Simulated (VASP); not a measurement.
# Sc3Zn4 (Pm-3m) in VASP: a series of runs

Sc3Zn4 is run at these levels: PBE; tasks: single point.

All numbers are computed with VASP 6.6.1; they aren't measurements. Logs are shortened: lines on timing, memory, paths and dates and some standing lists are left out, and cuts for length are marked.

### Step 1. The cell of the first run

Symmetry: Pm-3m, No. 221, cubic system. Conventional cell: a = 4.519 Å, b = 4.519 Å, c = 4.519 Å, α = 90.00°, β = 90.00°, γ = 90.00°. Within 3.0 Å of Sc (site symmetry 4/mmm) lie 6 Zn at 2.26 Å. Zn (site symmetry m-3m) has 6 Sc at 2.26 Å within 3.0 Å. Zn (site symmetry 4/mmm) has 4 Sc at 2.26 Å within 3.0 Å.

### Step 2. Single point, PBE

The input, INCAR:

```
ALGO     = Normal         # electronic algorithm
EDIFF    = 1E-6           # SCF threshold, eV
ENCUT    = 520            # plane-wave cutoff, eV
GGA      = PE             # functional
ISIF     = 2              # what is computed and relaxed
ISMEAR   = 0              # smearing method
LASPH    = True           # aspherical terms in the spheres
LCHARG   = False          # write CHGCAR
LREAL    = False          # projectors in reciprocal space
LWAVE    = False          # write WAVECAR
NBANDS   = 50             # bands
NELM     = 80             # most SCF steps
PREC     = Accurate       # precision mode
SIGMA    = 0.1            # smearing width, eV
```

The input, KPOINTS:

```
k-points
0
Gamma
  4 4 4
```

The input, POSCAR:

```
Sc3Zn4
1.0
    4.5189691900      0.0000000000      0.0000000000
    0.0000000000      4.5189691900      0.0000000000
    0.0000000000      0.0000000000      4.5189691900
Sc Zn
3 4
Direct
    0.5000000000      0.5000000000      0.0000000000
    0.0000000000      0.5000000000      0.5000000000
    0.5000000000      0.0000000000      0.5000000000
    0.5000000000      0.5000000000      0.5000000000
    0.5000000000      0.0000000000      0.0000000000
    0.0000000000      0.5000000000      0.0000000000
    0.0000000000      0.0000000000      0.5000000000
```

Potentials or basis: VASP PAW PBE potentials, release 64 (Sc_sv, Zn).

Started as:

```console
$ cat potpaw_PBE.64/Sc_sv/POTCAR potpaw_PBE.64/Zn/POTCAR > POTCAR
$ mpirun -np 1 vasp_std > vasp.out
```

OUTCAR:

```text
EDIFF = 1E-6
   ENCUT = 520
   GGA = PE
   ISIF = 2
   ISMEAR = 0
   LASPH = True
   LREAL = False
   NELM = 80
   PREC = Accurate

 ion  position               nearest neighbor table
   1  0.500  0.500  0.000-   4 2.26   5 2.26   6 2.26   4 2.26   5 2.26   6 2.26   3 3.20   3 3.20
                             3 3.20   2 3.20   3 3.20   2 3.20   2 3.20   2 3.20
   2  0.000  0.500  0.500-   4 2.26   6 2.26   7 2.26   6 2.26   7 2.26   4 2.26   3 3.20   3 3.20
                             1 3.20   1 3.20   3 3.20   1 3.20   1 3.20   3 3.20
   3  0.500  0.000  0.500-   4 2.26   5 2.26   7 2.26   5 2.26   4 2.26   7 2.26   2 3.20   1 3.20
                             2 3.20   1 3.20   1 3.20   2 3.20   1 3.20   2 3.20
   4  0.500  0.500  0.500-   1 2.26   2 2.26   3 2.26   1 2.26   3 2.26   2 2.26
   5  0.500  0.000  0.000-   1 2.26   3 2.26   3 2.26   1 2.26
   6  0.000  0.500  0.000-   1 2.26   2 2.26   2 2.26   1 2.26
   7  0.000  0.000  0.500-   2 2.26   3 2.26   2 2.26   3 2.26

  LATTYP: Found a simple cubic cell.
 ALAT       =     4.5189691900

  Lattice vectors:

 A1 = (   4.5189691900,   0.0000000000,   0.0000000000)
 A2 = (   0.0000000000,   4.5189691900,   0.0000000000)
 A3 = (   0.0000000000,   0.0000000000,   4.5189691900)

Analysis of symmetry for initial positions (statically):
=====================================================================
 Subroutine PRICEL returns:
 Original cell was already a primitive cell.

 Routine SETGRP: Setting up the symmetry group for a
 simple cubic supercell.

 Subroutine GETGRP returns: Found 48 space group operations
 (whereof 48 operations were pure point group operations)
 out of a pool of 48 trial point group operations.

The static configuration has the point symmetry O_h .

Analysis of symmetry for dynamics (positions and initial velocities):
=====================================================================
 Subroutine PRICEL returns:
 Original cell was already a primitive cell.

 Routine SETGRP: Setting up the symmetry group for a
 simple cubic supercell.

 Subroutine GETGRP returns: Found 48 space group operations
 (whereof 48 operations were pure point group operations)
 out of a pool of 48 trial point group operations.

The dynamic configuration has the point symmetry O_h .

 Subroutine INISYM returns: Found 48 space group operations
 (whereof 48 operations are pure point group operations),
 and found     1 'primitive' translations

----------------------------------------------------------------------------------------

                                     Primitive cell

  volume of cell :      92.2822

  direct lattice vectors                    reciprocal lattice vectors
     4.518969190  0.000000000  0.000000000     0.221289404  0.000000000  0.000000000
     0.000000000  4.518969190  0.000000000     0.000000000  0.221289404  0.000000000
     0.000000000  0.000000000  4.518969190     0.000000000  0.000000000  0.221289404

  length of vectors
     4.518969190  4.518969190  4.518969190     0.221289404  0.221289404  0.221289404

  position of ions in fractional coordinates (direct lattice)
     0.500000000  0.500000000  0.000000000
     0.000000000  0.500000000  0.500000000
     0.500000000  0.000000000  0.500000000
     0.500000000  0.500000000  0.500000000
     0.500000000  0.000000000  0.000000000
     0.000000000  0.500000000  0.000000000
     0.000000000  0.000000000  0.500000000

  ion indices of the primitive-cell ions
   primitive index   ion index
                 1           1
                 2           2
                 3           3
                 4           4
                 5           5
                 6           6
                 7           7

----------------------------------------------------------------------------------------

 KPOINTS: k-points

Automatic generation of k-mesh.
 Grid dimensions read from file:
 generate k-points for:    4    4    4

 Generating k-lattice:

  Cartesian coordinates                     Fractional coordinates (reciprocal lattice)
     0.055322351  0.000000000  0.000000000     0.250000000  0.000000000  0.000000000
     0.000000000  0.055322351  0.000000000     0.000000000  0.250000000  0.000000000
     0.000000000  0.000000000  0.055322351     0.000000000  0.000000000  0.250000000

  Length of vectors
     0.055322351  0.055322351  0.055322351

  Shift w.r.t. Gamma in fractional coordinates (k-lattice)
     0.000000000  0.000000000  0.000000000

 Subroutine IBZKPT returns following result:
 ===========================================

 Found     10 irreducible k-points:

 Following reciprocal coordinates:
            Coordinates               Weight
  0.000000  0.000000  0.000000      1.000000
  0.250000  0.000000  0.000000      6.000000
  0.500000  0.000000  0.000000      3.000000
  0.250000  0.250000  0.000000     12.000000
  0.500000  0.250000  0.000000     12.000000
  0.500000  0.500000  0.000000      3.000000
  0.250000  0.250000  0.250000      8.000000
  0.500000  0.250000  0.250000     12.000000
  0.500000  0.500000  0.250000      6.000000
  0.500000  0.500000  0.500000      1.000000
   k-points           NKPTS =     10   k-points in BZ     NKDIM =     10   number of bands    NBANDS=     50
   number of dos      NEDOS =    301   number of ions     NIONS =      7
   total plane-waves  NPLWV =  46656
   dimension x,y,z NGX =    36 NGY =   36 NGZ =   36
   dimension x,y,z NGXF=    72 NGYF=   72 NGZF=   72
   ions per type =               3   4
   NGX,Y,Z   is equivalent  to a cutoff of  13.24, 13.24, 13.24 a.u.
   NGXF,Y,Z  is equivalent  to a cutoff of  26.49, 26.49, 26.49 a.u.
 SYSTEM =  unknown system
   PREC   = accura    normal or accurate (medium, high low for compatibility)
   ISTART =      0    job   : 0-new  1-cont  2-samecut
   ICHARG =      2    charge: 1-file 2-atom 10-const
   ISPIN  =      1    spin polarized calculation?
   LNONCOLLINEAR =      F non collinear calculations
   LSORBIT =      F    spin-orbit coupling
   LASPH  =      T    aspherical Exc in radial PAW
   ENCUT  =  520.0 eV  38.22 Ry    6.18 a.u.   8.40  8.40  8.40*2*pi/ulx,y,z
   NELM   =     80;   NELMIN=  2; NELMDL= -5     # of ELM steps
   EDIFF  = 0.1E-05   stopping-criterion for ELM
   LREAL  =      F    real-space projection
   EDIFFG = 0.1E-04   stopping-criterion for IOM
   NSW    =      0    number of steps for IOM
   IBRION =     -1    ionic relax: 0-MD 1-quasi-New 2-CG
   NFREE  =      0    steps in history (QN), initial steepest desc. (CG)
   ISIF   =      2    stress and relaxation
   ISYM   =      2    0-nonsym 1-usesym 2-fastsym
   POTIM  = 0.5000    time-step for ionic-motion
   TEBEG  =    0.0;   TEEND  =   0.0 temperature during run
   PSTRESS=    0.0 pullay stress
   NELECT =      81.0000    total number of electrons
   NUPDOWN=      -1.0000    fix difference up-down
   EMIN   =  10.00;   EMAX   =-10.00  energy-range for DOS
   EFERMI =   0.00;   METHOD = LEGACY
   ISMEAR =     0;   SIGMA  =   0.10  broadening in eV -4-tet -1-fermi 0-gaus
   EFERMI_NEDOS =   21; number of points for ismear=-14 and -15
   IALGO  =     38    algorithm
   IMIX   =      4    mixing-type and parameters
     AMIX     =   0.40;   BMIX     =  1.00
     AMIX_MAG =   1.60;   BMIX_MAG =  1.00
  volume/ion in A,a.u.               =      13.18        88.96
  Fermi-wavevector in a.u.,A,eV,Ry     =   1.567462  2.962074 33.428675  2.456938
  Thomas-Fermi vector in A             =   2.669639
   LORBIT       =      0    0 simple, 1 ext, 2 COOP (PROOUT), +10 PAW based schemes
   GGA     = PE    functional components
   LHFCALC =     F    Hartree Fock is set to
   AEXX    =    0.0000 exact exchange contribution
   IVDW    =     0    specifies the selected vdW correction
   LEPSILON=     F    determine dielectric tensor
   LRPA    =     F    only Hartree local field effects (RPA)
 non-spin polarized calculation
 Gauss-broadening in eV      SIGMA  =   0.10
  energy-cutoff  :      520.00
  volume of cell :       92.28
 maximum number of plane-waves:      2517
 NGX is ok and might be reduce to    36
   NGX = 17   NGY = 17   NGZ = 17

 number of electron      81.0000119 magnetization

 Free energy of the ion-electron system (eV)
  ---------------------------------------------------
  ext. energy  EPLUGINS =         0.00000000
  ---------------------------------------------------
  free energy    TOTEN  =        -7.78033187 eV

  energy without entropy =       -7.72965639  energy(sigma->0) =       -7.75499413

 E-fermi :   5.5525     XC(G=0): -12.3707

 val. band max:        5.5232608059   @ k =   0.5000   0.0000   0.0000
 cond. band min:       5.5912473372   @ k =   0.2500   0.2500   0.2500
 fundamental gap:      0.0679865313
 Fermi energy:         5.5525460728

 k-point     1 :       0.0000    0.0000    0.0000
  band No.  band energies     occupation
      1     -42.7605      2.00000
      2     -42.6593      2.00000
      3     -42.6593      2.00000
      4     -21.8529      2.00000
      5     -21.8529      2.00000
      6     -21.8529      2.00000
[... 42 lines left out ...]
     49      10.3793      0.00000
     50      10.3798      0.00000

 k-point     2 :       0.2500    0.0000    0.0000
  band No.  band energies     occupation
      1     -42.7458      2.00000
      2     -42.6703      2.00000
      3     -42.6573      2.00000
      4     -21.8238      2.00000
      5     -21.8184      2.00000
      6     -21.8184      2.00000
[... 42 lines left out ...]
     49       9.7790      0.00000
     50       9.8560      0.00000

 k-point     3 :       0.5000    0.0000    0.0000
  band No.  band energies     occupation
      1     -42.7231      2.00000
      2     -42.6893      2.00000
      3     -42.6554      2.00000
      4     -21.7705      2.00000
      5     -21.7705      2.00000
      6     -21.7306      2.00000
[... 42 lines left out ...]
     49       9.7803      0.00000
     50       9.8071      0.00000

 k-point     4 :       0.2500    0.2500    0.0000
  band No.  band energies     occupation
      1     -42.7325      2.00000
      2     -42.6724      2.00000
      3     -42.6629      2.00000
      4     -21.8687      2.00000
      5     -21.7816      2.00000
      6     -21.7455      2.00000
[... 42 lines left out ...]
     49       9.3001      0.00000
     50       9.9354      0.00000

 k-point     5 :       0.5000    0.2500    0.0000
  band No.  band energies     occupation
      1     -42.7113      2.00000
      2     -42.6874      2.00000
      3     -42.6635      2.00000
      4     -21.8308      2.00000
      5     -21.8173      2.00000
      6     -21.7268      2.00000
[... 42 lines left out ...]
     49       9.0404      0.00000
     50      10.1421      0.00000

 k-point     6 :       0.5000    0.5000    0.0000
  band No.  band energies     occupation
      1     -42.6855      2.00000
      2     -42.6855      2.00000
      3     -42.6855      2.00000
      4     -21.8854      2.00000
      5     -21.8697      2.00000
      6     -21.6903      2.00000
[... 42 lines left out ...]
     49       8.9768      0.00000
     50      10.3381      0.00000

 k-point     7 :       0.2500    0.2500    0.2500
  band No.  band energies     occupation
      1     -42.7212      2.00000
      2     -42.6705      2.00000
      3     -42.6705      2.00000
      4     -21.9183      2.00000
      5     -21.7689      2.00000
      6     -21.7689      2.00000
[... 42 lines left out ...]
     49       9.5910      0.00000
     50       9.5919      0.00000

 k-point     8 :       0.5000    0.2500    0.2500
  band No.  band energies     occupation
      1     -42.7024      2.00000
      2     -42.6855      2.00000
      3     -42.6685      2.00000
      4     -21.9261      2.00000
      5     -21.8263      2.00000
      6     -21.8026      2.00000
[... 42 lines left out ...]
     49       9.4269      0.00000
     50       9.6315      0.00000

 k-point     9 :       0.5000    0.5000    0.2500
  band No.  band energies     occupation
      1     -42.6836      2.00000
      2     -42.6835      2.00000
      3     -42.6835      2.00000
      4     -21.9822      2.00000
      5     -21.8860      2.00000
      6     -21.8148      2.00000
[... 42 lines left out ...]
     49       9.2675      0.00000
     50       9.9244      0.00000

 k-point    10 :       0.5000    0.5000    0.5000
  band No.  band energies     occupation
      1     -42.6816      2.00000
      2     -42.6816      2.00000
      3     -42.6816      2.00000
      4     -22.0639      2.00000
      5     -21.8866      2.00000
      6     -21.8866      2.00000
[... 42 lines left out ...]
     49       9.6814      0.00000
     50       9.6814      0.00000

------------------------ aborting loop because EDIFF is reached ----------------------------------------

  FORCE on cell =-STRESS in cart. coord.  units (eV):
  Direction    XX          YY          ZZ          XY          YZ          ZX
  --------------------------------------------------------------------------------------
  -------------------------------------------------------------------------------------
  Total       53.2723601     53.2723601     53.2723601     -0.0000000     -0.0000000      0.0000000
  in kB      924.8991476    924.8991476    924.8991476     -0.0000000     -0.0000000      0.0000000
  external PRESSURE =     924.8991476 kB  Pullay stress =       0.0000000 kB

 VOLUME and BASIS-vectors are now :
 -----------------------------------------------------------------------------
  energy-cutoff  :      520.00
  volume of cell :       92.28
      direct lattice vectors                 reciprocal lattice vectors
     4.518969190  0.000000000  0.000000000     0.221289404  0.000000000  0.000000000
     0.000000000  4.518969190  0.000000000     0.000000000  0.221289404  0.000000000
     0.000000000  0.000000000  4.518969190     0.000000000  0.000000000  0.221289404

 POSITION                                       TOTAL-FORCE (eV/Angst)
 -----------------------------------------------------------------------------------
      2.25948      2.25948      0.00000         0.000000      0.000000      0.000000
      0.00000      2.25948      2.25948         0.000000      0.000000      0.000000
      2.25948      0.00000      2.25948         0.000000      0.000000      0.000000
      2.25948      2.25948      2.25948         0.000000      0.000000      0.000000
      2.25948      0.00000      0.00000         0.000000      0.000000      0.000000
      0.00000      2.25948      0.00000         0.000000      0.000000      0.000000
      0.00000      0.00000      2.25948         0.000000      0.000000      0.000000
 -----------------------------------------------------------------------------------
    total drift:                                0.000000      0.000000      0.000000

  FREE ENERGIE OF THE ION-ELECTRON SYSTEM (eV)
  ---------------------------------------------------
  free  energy   TOTEN  =        -7.7803318685 eV

  energy  without entropy=       -7.7296563917  energy(sigma->0) =       -7.75499413
```

Run time: 45 s. Hardware: 1 thread of Intel Xeon Platinum 8375C at 2.90GHz (Ice Lake), shared host; peak memory 0.21 GiB.

Results:

```
Free energy : -7.7803 eV
Pressure    : 92.5 GPa
```

Levels at points of the mesh, in eV from the Fermi level:
| k point | band 37 | band 38 | band 39 | band 40 | band 41 | band 42 | band 43 | band 44 |
| --- | --- | --- | --- | --- | --- | --- | --- | --- |
| (0.00, 0.00, 0.00) | -0.85 | -0.85 | -0.85 | 0.50 | 0.50 | 0.50 | 3.02 | 3.02 |
| (0.50, 0.00, 0.00) | -0.83 | -0.83 | -0.21 | -0.21 | -0.03 | 0.08 | 0.68 | 0.78 |
| (0.50, 0.50, 0.00) | -1.40 | -1.40 | -0.58 | -0.46 | -0.11 | 0.48 | 0.48 | 0.56 |
| (0.50, 0.50, 0.50) | -2.82 | -2.59 | -2.59 | -2.59 | -0.18 | -0.18 | -0.18 | 0.60 |

### Step 3. Single point, PBE

This run uses another cell than the first one, of 24.25 Å³/atom, 1.839 times its volume.

The input, INCAR:

```
SYSTEM = Sc3Zn4
ALGO     = Fast           ! electronic algorithm
EDIFF    = 1E-7           ! SCF threshold, eV
ENCUT    = 520            ! plane-wave cutoff, eV
GGA      = PE             ! functional
ISIF     = 2              ! what is computed and relaxed
ISMEAR   = 0              ! smearing method
LASPH    = .True.         ! aspherical terms in the spheres
LCHARG   = .False.        ! write CHGCAR
LREAL    = .False.        ! projectors in reciprocal space
LWAVE    = .False.        ! write WAVECAR
NBANDS   = 50             ! bands
NELM     = 100            ! most SCF steps
PREC     = Accurate       ! precision mode
SIGMA    = 0.1            ! smearing width, eV
```

The input, KPOINTS:

```
k-points
0
Gamma
  8 8 8
  0 0 0
```

Edit POSCAR of step 2 so:

```diff
@@ -2,5 +2,5 @@
 1.0
-    4.5189691900      0.0000000000      0.0000000000
-    0.0000000000      4.5189691900      0.0000000000
-    0.0000000000      0.0000000000      4.5189691900
+    5.5369399631      0.0000000000      0.0000000000
+    0.0000000000      5.5369399631      0.0000000000
+    0.0000000000      0.0000000000      5.5369399631
 Sc Zn
```

Potentials or basis: VASP PAW PBE potentials, release 64 (Sc_sv, Zn).

Started as:

```console
$ cat potpaw_PBE.64/Sc_sv/POTCAR potpaw_PBE.64/Zn/POTCAR > POTCAR
$ mpirun -np 1 vasp_std > vasp.out
```

Wall time 8.1 min (1 thread of Intel Xeon Platinum 8375C at 2.90GHz (Ice Lake), shared host); peak memory 0.4 GiB.

The run converged. Its results:

| Property | Result |
| --- | --- |
| Free energy | -21.3237 eV |
| Pressure | 0.1 GPa |

Levels at points of the mesh, in eV from the Fermi level:
```
           k point  band 37  band 38  band 39  band 40  band 41  band 42  band 43  band 44
(0.00, 0.00, 0.00)    -0.95    -0.95    -0.95     0.43     0.43     0.43     1.70     1.70
(0.50, 0.00, 0.00)    -0.45    -0.45    -0.39    -0.39    -0.13     0.00     0.04     0.59
(0.50, 0.50, 0.00)    -1.06    -1.06    -0.47    -0.39     0.17     0.21     0.21     0.32
(0.50, 0.50, 0.50)    -2.59    -2.59    -2.59    -1.62     0.04     0.04     0.04     0.40
```
